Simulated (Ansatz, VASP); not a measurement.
## LiRh: VASP beside Ansatz

The input INCAR:

```
SYSTEM = LiRh
ALGO = Normal
EDIFF = 1E-6
ENCUT = 520
ISIF = 2
ISMEAR = -1
ISPIN = 2
LASPH = .True.
LCHARG = .True.
LELF = .True.
LMAXMIX = 4
LORBIT = 11
LREAL = .False.
LVHAR = .True.
LWAVE = .False.
MAGMOM = 0 1
NBANDS = 20
NELM = 150
PREC = Accurate
SIGMA = 0.05
```

Contents of KPOINTS:

```
k-points
0
Gamma
  18 18 10
  0 0 0
```

The input POSCAR:

```
LiRh
1.0
    2.6024602529      0.0000000000      0.0000000000
   -1.3012301264      2.2537966913      0.0000000000
    0.0000000000      0.0000000000      4.2578831251
Li Rh
1 1
Direct
    0.0000000000      0.0000000000      0.5000000000
    0.6666666667      0.3333333333      0.0000000000
```

Input for Ansatz:

```yaml
crystal:
  lattice:
    - [2.6024602529, 0.0, 0.0]
    - [-1.3012301264, 2.2537966913, 0.0]
    - [0.0, 0.0, 4.2578831251]
  atoms:
    - { symbol: Li, position: [0.0, 0.0, 0.5] }
    - { symbol: Rh, position: [0.6666666667, 0.3333333333, 0.0], spin: 1.0 }
magnetization:
  spin_polarized: true
kpoints:
  mp_grid: { grid: [18, 18, 10] }
  band_path:
    path:
      - [0.0, 0.0, 0.0]
      - [0.5, 0.0, 0.0]
      - [0.3333333333, 0.3333333333, 0.0]
      - [0.0, 0.0, 0.0]
      - [0.0, 0.0, 0.5]
      - [0.5, 0.0, 0.5]
      - [0.3333333333, 0.3333333333, 0.5]
      - [0.0, 0.0, 0.5]
      - [0.5, 0.0, 0.5]
    npoints: 14
scf:
  occupations: { method: fermi_dirac, width: 0.05 }
hamiltonian:
  xc: lda
  pseudopotentials: { kind: all_electron, lapw: { basis_error: 0.0005 } }
output:
  forces: true
  stress: true
  eigenvalues: true
  populations: true
```

Alike in both runs: task single point; functional LDA; k mesh 18 × 18 × 10; occupations fermi-dirac, width 0.05 eV; collinear spin.

|  | VASP | Ansatz |
| --- | --- | --- |
| version | VASP 6.6.1 | Ansatz 0.2.0 |
| potentials or method | VASP PAW LDA potentials, release 64 (Li_sv, Rh_pv), cutoff 520 eV | all-electron LAPW, scalar-relativistic |

|  | VASP | Ansatz | Ansatz less VASP |
| --- | --- | --- | --- |
| net moment per atom (μB) | 0.00 | 0.00 | 0.000 |

LDA's correlation is that of Perdew and Zunger in VASP and of Perdew and Wang (1992) in Ansatz. Ansatz ran all-electron here, and VASP with PAW potentials. Ansatz's warnings: seeded moment not kept.

Noted on VASP's run: the cutoff is short for stress, so the pressure is rough.
